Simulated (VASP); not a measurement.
A run of VASP 6.6.1 is set up as follows.

The input INCAR:

```
PREC = Accurate
ENCUT = 520
EDIFF = 1E-6
ISMEAR = 0
SIGMA = 0.1
LREAL = F
LASPH = T
NELM = 100
ALGO = Normal
ISIF = 2
LWAVE = F
LCHARG = T
GGA = PE
LELF = T
LVHAR = T
NBANDS = 16
```

The input KPOINTS:

```
regular mesh
0
Gamma
  6 6 2
```

Contents of POSCAR:

```
SiC3
1.0
    2.6720936500      0.0000000000      0.0000000000
   -1.3360468300      2.3141009800      0.0000000000
    0.0000000000      0.0000000000      8.6744468400
Si C
1 3
Direct
    0.3333333300      0.6666666700      0.5000000000
    0.3333333300      0.6666666700      0.0000000000
    0.6666666700      0.3333333300      0.2500000000
    0.6666666700      0.3333333300      0.7500000000
```

Potentials or basis: VASP PAW PBE potentials, release 64 (Si, C).

Command:

```bash
$ cat potpaw_PBE.64/Si/POTCAR potpaw_PBE.64/C/POTCAR > POTCAR
$ mpirun -np 1 vasp_std > vasp.out
```

Question: Predict the band gap on the k mesh.

Answer: Zero (band 8 reaches 7.26 eV, above the bottom of band 9 at 1.87 eV).

Question: Predict the pressure.

Answer: -23.7 GPa.

Question: What does it give for the largest force?

Answer: 0.146 eV/Å.

Stress tensor (GPa, compression positive):
```
-19.69   0.00   0.00
  0.00 -19.69   0.00
  0.00   0.00 -31.67
```

Caveat: the k points lie up to 0.45 Å⁻¹ apart.
